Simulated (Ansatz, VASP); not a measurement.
## Cu: VASP beside Ansatz

```
Cu
1.0
     2.62913    0.00000    0.00000
    -1.31456    2.27689    0.00000
     0.00000    0.00000    4.11257
Cu
2
Direct
  0.33333 0.66667 0.25000
  0.66667 0.33333 0.75000
```

Change from the starting cell: strain +0.0375 x Voigt [1, 1, 0, 0, 0, 0], atoms carried along.

Alike in both runs: task single point; functional r2SCAN; k mesh 24 × 24 × 12; occupations gaussian, width 0.15 eV; no spin polarisation.

|  | VASP | Ansatz |
| --- | --- | --- |
| version | VASP 6.6.1 | Ansatz 0.2.0 |
| potentials or method | VASP PAW PBE potentials, release 64 (Cu), cutoff 520 eV | scalar-relativistic, plane waves, PAW |
| valence electrons in the cell | 22 | 38 |

```csv
,VASP,Ansatz,Ansatz less VASP
gap on the k mesh at the Fermi level (eV),none,none,-
pressure (GPa),-8.9,-9.4,-0.55
"traceless stress, the component that is largest in VASP (GPa)",4.51,4.42,-0.081
```

VASP's potentials were made for PBE, not for r2SCAN. A gap of «none» marks a metal or a gap that the smearing closes. The functional is the same, so the differences come from potentials, cutoffs and numerics. VASP's potentials hold 22 valence electrons a cell and Ansatz's 38, so a difference there can come from the potentials and not from the codes.
